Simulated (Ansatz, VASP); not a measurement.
**One calculation of PbO2, two programs**

```xyz
6
Lattice="5.1577 0.0000 0.0000 0.0000 5.0258 0.0000 0.0000 0.0000 3.4338" Properties=species:S:1:pos:R:3 pbc="T T T"
Pb    0.0000    0.0000    0.0000
Pb    2.5788    2.5129    1.7169
O     1.6518    1.4842    0.0000
O     0.9271    3.9971    1.7169
O     3.5059    3.5416    0.0000
O     4.2306    1.0287    1.7169
```

Alike in both runs: task single point; functional PBE; k mesh 8 × 8 × 10; occupations gaussian, width 0.1 eV; no spin polarisation.

|  | VASP | Ansatz |
| --- | --- | --- |
| version | VASP 6.6.1 | Ansatz 0.2.0 |
| potentials or method | VASP PAW PBE potentials, release 64 (Pb_d, O), cutoff 520 eV | scalar-relativistic, plane waves, PAW |
| valence electrons in the cell | 52 | 52 |

|  | VASP | Ansatz | Ansatz less VASP |
| --- | --- | --- | --- |
| gap on the k mesh at the Fermi level (eV) | 0.11 | 0.11 | -0.001 |
| least direct gap on the mesh (eV) | 0.20 | 0.21 | +0.009 |
| pressure (GPa) | 0.0 | -0.2 | -0.22 |
| traceless stress, the component that is largest in VASP (GPa) | -0.49 | -0.42 | +0.066 |
| rms of the force components (eV/Å) | 0.006 | 0.000 | -0.0057 |

Atom by atom the forces differ by 0.006 eV/Å (rms over components).

Spin-orbit coupling is off throughout.
